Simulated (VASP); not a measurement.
# Si16Au (a cell with a defect) in VASP: further runs, part 3 of 3

VASP 6.6.1. The steps go on from the part before.

## 5. Single point, PBE

Contents of INCAR:

```
  ALGO = Normal
  EDIFF = 1E-6
  ENCUT = 520
  GGA = PE
  ISIF = 2
  ISMEAR = 0
  LASPH = True
  LCHARG = False
  LREAL = Auto
  LWAVE = False
  NBANDS = 52
  NELECT = 74.0
  NELM = 80
  PREC = Accurate
  SIGMA = 0.02
```

Contents of KPOINTS:

```
k-points
0
Gamma
  2 2 2
```

Contents of POSCAR:

```
Si16Au
1.0
    0.0000000000      5.4700937627     -5.4700937627
    5.4700937627      5.4700937627      0.0000000000
    5.4700937627      0.0000000000     -5.4700937627
Si Au
16 1
Direct
    0.1449583927      0.1329141751      0.1475226998
    0.1132525377      0.6614096864      0.1138852508
    0.5923020044      0.1273299015      0.1277350134
    0.6270571674      0.6236526553      0.1197057177
    0.1229125184      0.1167941589      0.6211568115
    0.1344942211      0.6146816025      0.6214886156
    0.6298378327      0.0971743855      0.6307050939
    0.6272014062      0.6168933562      0.6190964263
    0.2571125946      0.7594321378      0.2509552961
    0.2347262324      0.2935656261      0.2624802357
    0.7373713642      0.7551445513      0.2479488577
    0.7504534068      0.2582545311      0.2702062458
    0.2559770565      0.7450584353      0.7411190147
    0.2644323960      0.2449162771      0.7596028844
    0.7616397782      0.7270136807      0.7476138760
    0.7351812738      0.2457165377      0.7453458162
   -0.0420510159      0.1028911065     -0.0106387573
```

Potentials or basis: VASP PAW PBE potentials, release 64 (Si, Au).

Started as:

```sh
$ cat potpaw_PBE.64/Si/POTCAR potpaw_PBE.64/Au/POTCAR > POTCAR
$ mpirun -np 1 vasp_std > vasp.out
```

OUTCAR:

```text
EDIFF = 1E-6
   ENCUT = 520
   GGA = PE
   ISIF = 2
   ISMEAR = 0
   LASPH = True
   LREAL = Auto
   NELECT = 74.0
   NELM = 80
   PREC = Accurate

 ion  position               nearest neighbor table
   1  0.145  0.133  0.148-  10 2.32   9 2.37  17 2.46  14 2.46  12 2.49
   2  0.113  0.661  0.114-  10 2.33  13 2.37  11 2.38   9 2.40  17 2.79
   3  0.592  0.127  0.128-  10 2.30  11 2.36  17 2.41  16 2.42  12 2.73
   4  0.627  0.624  0.120-  12 2.32  11 2.34   9 2.34  15 2.35
   5  0.123  0.117  0.621-  10 2.30  13 2.35  17 2.44  16 2.45  14 2.58
   6  0.134  0.615  0.621-  14 2.34   9 2.35  13 2.35  15 2.36
   7  0.630  0.097  0.631-  12 2.30  14 2.32  16 2.33  15 2.34
   8  0.627  0.617  0.619-  13 2.34  11 2.35  16 2.35  15 2.36
   9  0.257  0.759  0.251-   4 2.34   6 2.35   1 2.37   2 2.40  17 3.11
  10  0.235  0.294  0.262-   3 2.30   5 2.30   1 2.32   2 2.33
  11  0.737  0.755  0.248-   4 2.34   8 2.35   3 2.36   2 2.38  17 3.15
  12  0.750  0.258  0.270-   7 2.30   4 2.32  17 2.44   1 2.49   3 2.73
  13  0.256  0.745  0.741-   8 2.34   6 2.35   5 2.35   2 2.37  17 3.34
  14  0.264  0.245  0.760-   7 2.32   6 2.34   1 2.46  17 2.53   5 2.58
[... 211 lines left out ...]
      1      -5.8495      2.00000
      2      -3.5742      2.00000
      3      -3.4513      2.00000
      4      -3.3860      2.00000
      5      -3.3152      2.00000
      6      -2.3683      2.00000
[... 405 lines left out ...]
     48      10.5412      0.00000
     49      10.6374      0.00000
 [bands above 49 left out]

------------------------ aborting loop because EDIFF is reached ----------------------------------------

  FORCE on cell =-STRESS in cart. coord.  units (eV):
  Direction    XX          YY          ZZ          XY          YZ          ZX
  --------------------------------------------------------------------------------------
  -------------------------------------------------------------------------------------
  Total        0.1719762     -0.6723541     -1.2465112     -0.0272725     -0.9986899     -0.9340388
  in kB        0.8417141     -3.2907456     -6.1008796     -0.1334815     -4.8879518     -4.5715259
  external PRESSURE =      -2.8499704 kB  Pullay stress =       0.0000000 kB

 VOLUME and BASIS-vectors are now :
 -----------------------------------------------------------------------------
  energy-cutoff  :      520.00
  volume of cell :      327.35
      direct lattice vectors                 reciprocal lattice vectors
     0.000000000  5.470093763 -5.470093763    -0.091406111  0.091406111 -0.091406111
     5.470093763  5.470093763  0.000000000     0.091406111  0.091406111  0.091406111
     5.470093763  0.000000000 -5.470093763     0.091406111 -0.091406111 -0.091406111

 POSITION                                       TOTAL-FORCE (eV/Angst)
 -----------------------------------------------------------------------------------
      1.53402      1.51999     -1.59990         0.053120     -0.022772      0.001091
      4.24094      4.23748     -1.24247         0.068075      0.028757      0.040976
      1.39523      3.93645     -3.93867        -0.049820      0.028780     -0.058483
      4.06624      6.84150     -4.08486         0.021660     -0.041654     -0.015775
      4.03666      1.31122     -4.07013        -0.070348     -0.018402      0.076818
      6.76197      4.09806     -4.13530         0.011620     -0.044515     -0.018296
[... 9 lines left out ...]
      5.42120      5.36560     -8.09862        -0.068249     -0.014133      0.029919
      5.97472      5.80289    -10.65197         0.037048      0.243651      0.237313
 -----------------------------------------------------------------------------------
    total drift:                                0.000124     -0.004690     -0.003275

  FREE ENERGIE OF THE ION-ELECTRON SYSTEM (eV)
  ---------------------------------------------------
  free  energy   TOTEN  =       -92.9083122893 eV

  energy  without entropy=      -92.9083122893  energy(sigma->0) =      -92.90831229
```

stdout:

```text
POSCAR found type information on POSCAR SiAu
 POSCAR found :  2 types and      17 ions
 scaLAPACK will be used
 LDA part: xc-table for (Slater+PW92), standard interpolation
 POSCAR, INCAR and KPOINTS ok, starting setup
 FFT: planning ... GRIDC
 FFT: planning ... GRID_SOFT
 FFT: planning ... GRID
 WAVECAR not read
 entering main loop
 the old and the new charge density differ
 old charge density:    75.00000 new   74.00000
    0.189E+01
```

It took 2.1 min on 1 thread of AMD EPYC 9R45 (Zen 5), shared host; peak memory 0.47 GiB.

Results:

```
Free energy   : -92.9083 eV
Largest force : 0.342 eV/Å
```

Forces on the atoms (eV/Å):
```
Si   0.053 -0.023  0.001
Si   0.068  0.029  0.041
Si  -0.050  0.029 -0.058
Si   0.022 -0.042 -0.016
Si  -0.070 -0.018  0.077
Si   0.012 -0.045 -0.018
Si  -0.033 -0.099 -0.030
Si   0.015 -0.045 -0.022
Si   0.038 -0.032 -0.014
Si  -0.025  0.104 -0.014
Si   0.006 -0.040 -0.035
Si  -0.022  0.012 -0.099
Si   0.005 -0.003  0.010
Si   0.030  0.002 -0.040
Si  -0.018 -0.059 -0.048
Si  -0.068 -0.014  0.030
Au   0.037  0.244  0.237
```

Levels at points of the mesh, in eV from the Fermi level:
```csv
k point,band 35,band 36,band 37,band 38,band 39,band 40
"(0.00, 0.00, 0.00)",-0.77,-0.30,-0.11,0.33,0.51,0.56
"(0.50, 0.00, 0.00)",-0.88,-0.65,-0.48,0.57,1.03,1.25
"(0.00, 0.50, 0.00)",-0.90,-0.61,-0.12,0.54,1.03,1.49
"(0.00, 0.00, 0.50)",-0.91,-0.71,-0.29,0.59,1.05,1.24
"(0.50, 0.50, 0.50)",-0.79,-0.77,-0.70,0.48,1.10,1.21
"(0.50, 0.50, 0.00)",-1.41,-1.27,-0.77,0.63,1.06,1.92
"(0.00, 0.50, 0.50)",-1.44,-1.15,-0.65,0.60,1.09,1.91
"(0.50, 0.00, 0.50)",-1.40,-1.27,-0.92,0.66,1.07,1.91
```

Caveat: the k points lie up to 0.50 Å⁻¹ apart; the cell carries a net charge on a neutralising background, which shifts energy and pressure; the cell is charged against a uniform background, so pressure and absolute levels hang on convention; spin-orbit coupling is left out, which moves the levels of the heavy elements.

## 6. Single point, PBE

Contents of INCAR:

```
SYSTEM = Si16Au
PREC = Accurate ; ENCUT = 520
EDIFF = 1E-7 ; ISMEAR = 0
SIGMA = 0.02 ; LREAL = Auto
LASPH = .TRUE. ; NELM = 60
ALGO = Normal ; ISIF = 2
LWAVE = .FALSE. ; LCHARG = .FALSE.
GGA = PE ; NBANDS = 52
NELECT = 74.0
```

Contents of KPOINTS:

```
Automatic mesh
0
G
  2 2 2
  0 0 0
```

Contents of POSCAR:

```
Si16Au
1.0
    0.0000000000      5.4700937627     -5.4700937627
    5.4700937627      5.4700937627      0.0000000000
    5.4700937627      0.0000000000     -5.4700937627
Si Au
16 1
Direct
    0.1442044751      0.1391762249      0.1438907694
    0.1112373986      0.6747979395      0.1111445299
    0.6018313658      0.1269554107      0.1204547908
    0.6229818259      0.6171607191      0.1369943611
    0.1206426304      0.1265518527      0.6024338234
    0.1371400624      0.6171025848      0.6228353933
    0.6343696563      0.0733567864      0.6340753286
    0.6233871206      0.6123478217      0.6230065055
    0.2523725479      0.7668114446      0.2522432996
    0.2444641825      0.3048854503      0.2451968939
    0.7394171244      0.7565113469      0.2519934867
    0.7547516878      0.2484481179      0.2763904177
    0.2523607565      0.7560910616      0.7394282759
    0.2765437972      0.2484148461      0.7549012282
    0.7645543534      0.7029044047      0.7644029849
    0.7337680439      0.2408913004      0.7337841313
   -0.0509228931      0.1638926203     -0.0507038841
```

Potentials or basis: VASP PAW PBE potentials, release 64 (Si, Au).

Started as:

```sh
$ cat potpaw_PBE.64/Si/POTCAR potpaw_PBE.64/Au/POTCAR > POTCAR
$ mpirun -np 1 vasp_std > vasp.out
```

It took 2.4 min on 1 thread of AMD EPYC 9R45 (Zen 5), shared host; peak memory 0.46 GiB.

It converged, with:

- Free energy: -93.0276 eV
- Largest force: 0.025 eV/Å

Forces on the atoms (eV/Å):
```
Si  -0.005 -0.018  0.014
Si   0.009  0.004 -0.003
Si  -0.010  0.013 -0.016
Si  -0.003  0.007  0.007
Si   0.005 -0.013 -0.009
Si   0.009 -0.002  0.005
Si   0.014  0.005 -0.013
Si   0.015  0.012  0.000
Si  -0.009 -0.007 -0.016
Si  -0.012  0.000  0.010
Si  -0.006 -0.011 -0.004
Si  -0.003  0.013  0.011
Si  -0.007 -0.002  0.000
Si   0.001 -0.008  0.013
Si  -0.010 -0.009  0.005
Si   0.009  0.013 -0.020
Au   0.003  0.004  0.014
```

Levels at points of the mesh, in eV from the Fermi level:
| k point | band 33 | band 34 | band 35 | band 36 | band 37 | band 38 | band 39 | band 40 | band 41 | band 42 |
| --- | --- | --- | --- | --- | --- | --- | --- | --- | --- | --- |
| (0.00, 0.00, 0.00) | -1.04 | -0.98 | -0.71 | -0.19 | -0.16 | 0.13 | 0.49 | 0.53 | 0.65 | 1.04 |
| (0.50, 0.00, 0.00) | -1.84 | -1.14 | -0.91 | -0.72 | -0.30 | 0.76 | 1.02 | 1.19 | 1.25 | 1.46 |
| (0.00, 0.50, 0.00) | -2.05 | -0.92 | -0.89 | -0.66 | -0.11 | 0.74 | 0.87 | 1.40 | 1.63 | 1.67 |
| (0.00, 0.00, 0.50) | -1.84 | -1.14 | -0.91 | -0.72 | -0.29 | 0.76 | 1.03 | 1.19 | 1.25 | 1.46 |
| (0.50, 0.50, 0.50) | -1.80 | -1.01 | -0.93 | -0.85 | -0.65 | 0.63 | 1.07 | 1.13 | 1.16 | 1.41 |
| (0.50, 0.50, 0.00) | -1.67 | -1.47 | -1.37 | -1.34 | -0.66 | 0.76 | 0.95 | 1.79 | 1.95 | 2.23 |
| (0.00, 0.50, 0.50) | -1.67 | -1.47 | -1.37 | -1.34 | -0.66 | 0.76 | 0.94 | 1.79 | 1.95 | 2.23 |
| (0.50, 0.00, 0.50) | -1.60 | -1.52 | -1.28 | -1.23 | -1.03 | 0.76 | 1.02 | 1.76 | 2.00 | 2.31 |

Caveat: the k points lie up to 0.50 Å⁻¹ apart; the cell carries a net charge on a neutralising background, which shifts energy and pressure; the cell is charged against a uniform background, so pressure and absolute levels hang on convention; spin-orbit coupling is left out, which moves the levels of the heavy elements.
